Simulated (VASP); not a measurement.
# NiO (Fm-3m) in VASP: a series of runs

Aim: see how the results for NiO move with the level of theory and the settings. Levels: BLYP+D4, r2SCAN0. Tasks: single point.

Everything below comes from runs of VASP 6.6.1. Logs are shortened: lines on timing, memory, paths and dates and some standing lists are left out, and cuts for length are marked.

### 1 The cell of the first run

It takes space group Fm-3m (No. 225, cubic). The conventional cell has a = 4.172 Å, b = 4.172 Å, c = 4.172 Å, α = 90.00°, β = 90.00°, γ = 90.00°. Within 2.8 Å of Ni (site symmetry m-3m) lie 6 O at 2.09 Å. O (site symmetry m-3m) has 6 Ni at 2.09 Å within 2.8 Å.

### 2 Single point, BLYP+D4, collinear spin, ferromagnetic start

Input file INCAR:

```
  PREC = Accurate
  ENCUT = 700
  EDIFF = 1E-6
  ISMEAR = -1
  SIGMA = 0.05
  LREAL = False
  LASPH = True
  NELM = 200
  ALGO = Normal
  ISIF = 2
  LWAVE = False
  LCHARG = True
  ISPIN = 2
  MAGMOM = 1 0
  LORBIT = 11
  LMAXMIX = 4
  GGA = B5
  ALDAX = 1.0
  AGGAX = 1.0
  AGGAC = 1.0
  ALDAC = 0.0
  IVDW = 13
  VDW_S6 = 1.0
  VDW_S8 = 2.34076671
  VDW_A1 = 0.44488865
  VDW_A2 = 4.0933009
  LELF = True
  LVHAR = True
  NBANDS = 23
  GGA_COMPAT = False
```

Input file KPOINTS:

```
regular mesh
0
Gamma
  11 11 11
```

Input file POSCAR:

```
NiO
1.0
    0.0000000000      2.0859016414      2.0859016414
    2.0859016414      0.0000000000      2.0859016414
    2.0859016414      2.0859016414      0.0000000000
Ni O
1 1
Direct
    0.0000000000      0.0000000000      0.0000000000
    0.5000000000      0.5000000000      0.5000000000
```

Potentials or basis: VASP PAW PBE potentials, release 64 (Ni_sv_GW, O).

The run is started by

```bash
$ cat potpaw_PBE.64/Ni_sv_GW/POTCAR potpaw_PBE.64/O/POTCAR > POTCAR
$ mpirun -np 1 vasp_std > vasp.out
```

OUTCAR:

```text
PREC = Accurate
   ENCUT = 700
   EDIFF = 1E-6
   ISMEAR = -1
   LREAL = False
   LASPH = True
   NELM = 200
   ISIF = 2
   ISPIN = 2
   LORBIT = 11
   GGA = B5
   IVDW = 13

 ion  position               nearest neighbor table
   1  0.000  0.000  0.000-   2 2.09   2 2.09   2 2.09   2 2.09   2 2.09   2 2.09
   2  0.500  0.500  0.500-   1 2.09   1 2.09   1 2.09   1 2.09   1 2.09   1 2.09

  LATTYP: Found a face centered cubic cell.
 ALAT       =     4.1718032828

  Lattice vectors:

 A1 = (   0.0000000000,   2.0859016414,   2.0859016414)
 A2 = (   2.0859016414,   0.0000000000,   2.0859016414)
 A3 = (   2.0859016414,   2.0859016414,   0.0000000000)

Analysis of symmetry for initial positions (statically):
=====================================================================
 Subroutine PRICEL returns:
 Original cell was already a primitive cell.

 Routine SETGRP: Setting up the symmetry group for a
 face centered cubic supercell.

 Subroutine GETGRP returns: Found 48 space group operations
 (whereof 48 operations were pure point group operations)
 out of a pool of 48 trial point group operations.

The static configuration has the point symmetry O_h .

Analysis of symmetry for dynamics (positions and initial velocities):
=====================================================================
 Subroutine PRICEL returns:
 Original cell was already a primitive cell.

 Routine SETGRP: Setting up the symmetry group for a
 face centered cubic supercell.

 Subroutine GETGRP returns: Found 48 space group operations
 (whereof 48 operations were pure point group operations)
 out of a pool of 48 trial point group operations.

The dynamic configuration has the point symmetry O_h .

Analysis of structural, dynamic, and magnetic symmetry:
=====================================================================
 Subroutine PRICEL returns:
 Original cell was already a primitive cell.

 Routine SETGRP: Setting up the symmetry group for a
 face centered cubic supercell.

 Subroutine GETGRP returns: Found 48 space group operations
 (whereof 48 operations were pure point group operations)
 out of a pool of 48 trial point group operations.

The overall configuration has the point symmetry O_h .

 Subroutine INISYM returns: Found 48 space group operations
 (whereof 48 operations are pure point group operations),
 and found     1 'primitive' translations

----------------------------------------------------------------------------------------

                                     Primitive cell

  volume of cell :      18.1515

  direct lattice vectors                    reciprocal lattice vectors
     0.000000000  2.085901641  2.085901641    -0.239704495  0.239704495  0.239704495
     2.085901641  0.000000000  2.085901641     0.239704495 -0.239704495  0.239704495
     2.085901641  2.085901641  0.000000000     0.239704495  0.239704495 -0.239704495

  length of vectors
     2.949910391  2.949910391  2.949910391     0.415180364  0.415180364  0.415180364

  position of ions in fractional coordinates (direct lattice)
     0.000000000  0.000000000  0.000000000
     0.500000000  0.500000000  0.500000000

  ion indices of the primitive-cell ions
   primitive index   ion index
                 1           1
                 2           2

----------------------------------------------------------------------------------------

 KPOINTS: regular mesh

Automatic generation of k-mesh.
 Grid dimensions read from file:
 generate k-points for:   11   11   11

 Generating k-lattice:

  Cartesian coordinates                     Fractional coordinates (reciprocal lattice)
    -0.021791318  0.021791318  0.021791318     0.090909091  0.000000000  0.000000000
     0.021791318 -0.021791318  0.021791318     0.000000000  0.090909091  0.000000000
     0.021791318  0.021791318 -0.021791318     0.000000000  0.000000000  0.090909091

  Length of vectors
     0.037743669  0.037743669  0.037743669

  Shift w.r.t. Gamma in fractional coordinates (k-lattice)
     0.000000000  0.000000000  0.000000000

 Subroutine IBZKPT returns following result:
 ===========================================

 Found     56 irreducible k-points:

 Following reciprocal coordinates:
            Coordinates               Weight
  0.000000  0.000000  0.000000      1.000000
  0.090909  0.000000  0.000000      8.000000
  0.181818  0.000000  0.000000      8.000000
  0.272727  0.000000  0.000000      8.000000
  0.363636  0.000000  0.000000      8.000000
  0.454545  0.000000  0.000000      8.000000
[... 16 lines left out ...]
 -0.272727  0.181818  0.000000     24.000000
 -0.181818  0.181818  0.000000     12.000000
 [... further k-points ...]
   k-points           NKPTS =     56   k-points in BZ     NKDIM =     56   number of bands    NBANDS=     23
   number of dos      NEDOS =    301   number of ions     NIONS =      2
   total plane-waves  NPLWV =  21952
   dimension x,y,z NGX =    28 NGY =   28 NGZ =   28
   dimension x,y,z NGXF=    56 NGYF=   56 NGZF=   56
   ions per type =               1   1
   NGX,Y,Z   is equivalent  to a cutoff of  15.78, 15.78, 15.78 a.u.
   NGXF,Y,Z  is equivalent  to a cutoff of  31.56, 31.56, 31.56 a.u.
 SYSTEM =  unknown system
   PREC   = accura    normal or accurate (medium, high low for compatibility)
   ISTART =      0    job   : 0-new  1-cont  2-samecut
   ICHARG =      2    charge: 1-file 2-atom 10-const
   ISPIN  =      2    spin polarized calculation?
   LNONCOLLINEAR =      F non collinear calculations
   LSORBIT =      F    spin-orbit coupling
   LASPH  =      T    aspherical Exc in radial PAW
   ENCUT  =  700.0 eV  51.45 Ry    7.17 a.u.   6.36  6.36  6.36*2*pi/ulx,y,z
   NELM   =    200;   NELMIN=  2; NELMDL= -5     # of ELM steps
   EDIFF  = 0.1E-05   stopping-criterion for ELM
   LREAL  =      F    real-space projection
   EDIFFG = 0.1E-04   stopping-criterion for IOM
   NSW    =      0    number of steps for IOM
   IBRION =     -1    ionic relax: 0-MD 1-quasi-New 2-CG
   NFREE  =      0    steps in history (QN), initial steepest desc. (CG)
   ISIF   =      2    stress and relaxation
   ISYM   =      2    0-nonsym 1-usesym 2-fastsym
   POTIM  = 0.5000    time-step for ionic-motion
   TEBEG  =    0.0;   TEEND  =   0.0 temperature during run
   PSTRESS=    0.0 pullay stress
   NELECT =      24.0000    total number of electrons
   NUPDOWN=      -1.0000    fix difference up-down
   EMIN   =  10.00;   EMAX   =-10.00  energy-range for DOS
   EFERMI =   0.00;   METHOD = LEGACY
   ISMEAR =    -1;   SIGMA  =   0.05  broadening in eV -4-tet -1-fermi 0-gaus
   EFERMI_NEDOS =   21; number of points for ismear=-14 and -15
   IALGO  =     38    algorithm
   IMIX   =      4    mixing-type and parameters
     AMIX     =   0.40;   BMIX     =  1.00
     AMIX_MAG =   1.60;   BMIX_MAG =  1.00
  volume/ion in A,a.u.               =       9.08        61.25
  Fermi-wavevector in a.u.,A,eV,Ry     =   1.796835  3.395525 43.927965  3.228614
  Thomas-Fermi vector in A             =   2.858301
   LORBIT       =     11    0 simple, 1 ext, 2 COOP (PROOUT), +10 PAW based schemes
   GGA     = B5    functional components
   LHFCALC =     F    Hartree Fock is set to
   AEXX    =    0.0000 exact exchange contribution
   IVDW    =    13    specifies the selected vdW correction
   LEPSILON=     F    determine dielectric tensor
   LRPA    =     F    only Hartree local field effects (RPA)
 spin polarized calculation
  energy-cutoff  :      700.00
  volume of cell :       18.15
 maximum number of plane-waves:       777
 NGX is ok and might be reduce to    28
   NGX = 13   NGY = 13   NGZ = 13

 number of electron      24.0000003 magnetization       1.6704903

 Free energy of the ion-electron system (eV)
  ---------------------------------------------------
  ext. energy  EPLUGINS =         0.00000000
  ---------------------------------------------------
  free energy    TOTEN  =       -11.56600955 eV

  energy without entropy =      -11.55440358  energy(sigma->0) =      -11.56020656

 E-fermi :   7.4061     XC(G=0): -12.5096

 val. band max:        7.4009450542   @ k =  -0.4545   0.1818   0.0909
 cond. band min:       7.4100264360   @ k =  -0.1818   0.1818   0.0000
 fundamental gap:      0.0090813818
 Fermi energy:         7.4060596007

 spin component 1

 k-point     1 :       0.0000    0.0000    0.0000
  band No.  band energies     occupation
      1     -96.4955      1.00000
      2     -57.1369      1.00000
      3     -57.1369      1.00000
      4     -57.1369      1.00000
      5     -12.9332      1.00000
      6       4.3286      1.00000
[... 15 lines left out ...]
     22      33.3785      0.00000
     23      33.3785      0.00000
[... 575 lines left out ...]
      1     -96.4941      1.00000
      2     -57.1541      1.00000
      3     -57.1444      1.00000
      4     -57.1392      1.00000
      5     -12.1145      1.00000
      6       0.7981      1.00000
[... 15 lines left out ...]
     22      38.4585      0.00000
     23      39.5938      0.00000

 [... further k-points ...]

 spin component 2

 k-point     1 :       0.0000    0.0000    0.0000
  band No.  band energies     occupation
      1     -94.7612      1.00000
      2     -55.4559      1.00000
      3     -55.4559      1.00000
      4     -55.4559      1.00000
      5     -12.5255      1.00000
      6       4.7999      1.00000
[... 15 lines left out ...]
     22      34.0012      0.00000
     23      34.0012      0.00000
[... 575 lines left out ...]
      1     -94.7596      1.00000
      2     -55.4749      1.00000
      3     -55.4641      1.00000
      4     -55.4585      1.00000
      5     -11.6779      1.00000
      6       1.3180      1.00000
[... 15 lines left out ...]
     22      38.8019      0.00000
     23      39.7036      0.00000

 [... further k-points ...]

------------------------ aborting loop because EDIFF is reached ----------------------------------------

  DFT-D4 for vdW energy calculation

  Edisp (eV):   -1.18995

  FORCE on cell =-STRESS in cart. coord.  units (eV):
  Direction    XX          YY          ZZ          XY          YZ          ZX
  --------------------------------------------------------------------------------------
  -------------------------------------------------------------------------------------
  Total       0.49516     0.49516     0.49516     0.00000    -0.00000    -0.00000
  in kB      43.70595    43.70595    43.70595     0.00000    -0.00000    -0.00000
  external pressure =       43.71 kB  Pullay stress =        0.00 kB

 VOLUME and BASIS-vectors are now :
 -----------------------------------------------------------------------------
  energy-cutoff  :      700.00
  volume of cell :       18.15
      direct lattice vectors                 reciprocal lattice vectors
     0.000000000  2.085901641  2.085901641    -0.239704495  0.239704495  0.239704495
     2.085901641  0.000000000  2.085901641     0.239704495 -0.239704495  0.239704495
     2.085901641  2.085901641  0.000000000     0.239704495  0.239704495 -0.239704495

 POSITION                                       TOTAL-FORCE (eV/Angst)
 -----------------------------------------------------------------------------------
      0.00000      0.00000      0.00000        -0.000000      0.000000     -0.000000
      2.08590      2.08590      2.08590         0.000000      0.000000      0.000000
 -----------------------------------------------------------------------------------
    total drift:                                0.000000      0.000000      0.000000

  FREE ENERGIE OF THE ION-ELECTRON SYSTEM (eV)
  ---------------------------------------------------
  free  energy   TOTEN  =       -12.7559566925 eV

  energy  without entropy=      -12.7443507172  energy(sigma->0) =      -12.75015370

 total charge

# of ion       s       p       d       f       tot
--------------------------------------------------
    1        2.151   6.214   7.815   0.010  16.190
    2        1.546   3.451   0.000   0.000   4.997
--------------------------------------------------
tot          3.697   9.665   7.815   0.010  21.187

 magnetization (x)

# of ion       s       p       d       f       tot
--------------------------------------------------
    1        0.008   0.011   1.360   0.001   1.380
    2        0.028   0.224   0.000   0.000   0.252
--------------------------------------------------
tot          0.036   0.235   1.360   0.001   1.632
```

Run time: 3.5 min. Hardware: 1 thread of Intel Xeon Platinum 8259CL at 2.50GHz (Skylake/Cascade Lake), shared host; peak memory 0.23 GiB.

What came out:

- Free energy: -12.7560 eV
- Pressure: 4.4 GPa
- Net moment: 1.67 μB per cell
- Site moments: Ni +1.38; O +0.25 μB
- Valence electrons inside the program's atomic spheres: Ni 16.19; O 5.00
- Dispersion energy per atom: -0.595 eV

Levels at points of the mesh, in eV from the Fermi level:
Spin up:
| k point | band 10 | band 11 | band 12 | band 13 | band 14 | band 15 | band 16 | band 17 |
| --- | --- | --- | --- | --- | --- | --- | --- | --- |
| (0.00, 0.00, 0.00) | -3.04 | -2.67 | -2.67 | -2.67 | 1.75 | 18.45 | 19.13 | 19.13 |
Spin down:
| k point | band 7 | band 8 | band 9 | band 10 | band 11 | band 12 | band 13 | band 14 | band 15 | band 16 |
| --- | --- | --- | --- | --- | --- | --- | --- | --- | --- | --- |
| (0.00, 0.00, 0.00) | -2.61 | -2.61 | -1.93 | -1.93 | -1.93 | -0.64 | -0.64 | 2.08 | 18.41 | 19.34 |

Caveat: the cell stands under pressure; the PAW data sets were made with another functional, which shifts forces and pressure a little; a cell with one magnetic atom can't hold antiferromagnetic order, which such compounds often take; semilocal functionals often make such compounds metallic where correlation or magnetic order opens a gap, which also shifts bond lengths. With open d or f shells a metallic result of BLYP can be an artefact of self-interaction; +U or a hybrid may open a gap.

### 3 Single point, r2SCAN0, collinear spin, ferromagnetic start

This run uses another cell than the first one, of 9.62 Å³/atom.

Input file POSCAR:

```
NiO
1.0
    0.0000000000      2.1268120599      2.1268120599
    2.1268120599      0.0000000000      2.1268120599
    2.1268120599      2.1268120599      0.0000000000
Ni O
1 1
Direct
    0.0000000000      0.0000000000      0.0000000000
    0.5000000000      0.5000000000      0.5000000000
```

Input file INCAR.step1:

```
SYSTEM = NiO
ALGO = Normal ; EDIFF = 1E-5
ENCUT = 520 ; GGA = PE
ISIF = 2 ; ISMEAR = -1
ISPIN = 2 ; LASPH = .True.
LCHARG = .False. ; LMAXMIX = 4
LORBIT = 11 ; LREAL = .False.
LWAVE = .True. ; MAGMOM = 1 0
NBANDS = 19 ; NELM = 150
PREC = Accurate ; SIGMA = 0.05
```

Input file INCAR.step2:

```
SYSTEM = NiO
AEXX = 0.25 ; ALGO = Normal
EDIFF = 1E-7 ; ENCUT = 520
ISIF = 2 ; ISMEAR = -1
ISPIN = 2 ; ISTART = 1
LASPH = .True. ; LCHARG = .False.
LHFCALC = .True. ; LMAXMIX = 4
LMIXTAU = .True. ; LORBIT = 11
LREAL = .False. ; LWAVE = .False.
MAGMOM = 1 0 ; METAGGA = R2SCAN
NBANDS = 19 ; NELM = 150
PREC = Accurate ; PRECFOCK = Normal
SIGMA = 0.05
```

Input file KPOINTS:

```
k-points
0
Gamma
  6 6 6
  0 0 0
```

Potentials or basis: VASP PAW PBE potentials, release 64 (Ni, O).

The run is started by

```bash
$ cat potpaw_PBE.64/Ni/POTCAR potpaw_PBE.64/O/POTCAR > POTCAR
$ cp INCAR.step1 INCAR
$ mpirun -np 1 vasp_std > vasp.out
$ cp INCAR.step2 INCAR
$ mpirun -np 1 vasp_std > vasp.out
```

Run time: 2 h. Hardware: 1 thread of AMD EPYC 7R43 (Zen 3), shared host; peak memory 0.14 GiB.

Results (log left out):

```yaml
Free_energy: -24.1892 eV
Pressure: -11.4 GPa
Band_gap_on_the_k_mesh: 4.64 eV (least direct gap 5.82 eV)
Net_moment: 2.00 μB per cell
Site_moments: Ni +1.78; O +0.20 μB
Valence_electrons_inside_the_program's_atomic_spheres: Ni 8.78; O 5.07
```

Levels at points of the mesh, in eV from the valence-band top:
Spin up:
```tsv
k point	band 6	band 7	band 8	band 9	band 10	band 11	band 12	band 13
(0.00, 0.00, 0.00)	-4.10	-1.91	-1.91	-1.91	4.64	21.36	22.16	22.16
(0.50, 0.00, 0.00)	-3.62	-2.63	0.00	0.00	8.94	13.79	17.50	17.50
(0.50, 0.50, 0.00)	-3.33	-3.33	-3.31	-3.31	9.40	14.52	15.11	20.48
```
Spin down:
```
           k point  band 5  band 6  band 7  band 8  band 9  band 10
(0.00, 0.00, 0.00)   -1.18   -1.18   -1.18    5.02    5.03     5.18
(0.50, 0.00, 0.00)   -1.68   -1.68   -1.50    7.72    7.72     9.22
(0.50, 0.50, 0.00)   -2.70   -2.10   -2.10    5.59    6.11    10.06
```

Caveat: the k points lie up to 0.43 Å⁻¹ apart; the PAW data sets were made with another functional, which shifts forces and pressure a little; a cell with one magnetic atom can't hold antiferromagnetic order, which such compounds often take.

(Part 1 of 2 ends here.)

The gap in the log of VASP goes by the Fermi energy; the results here count the filled bands.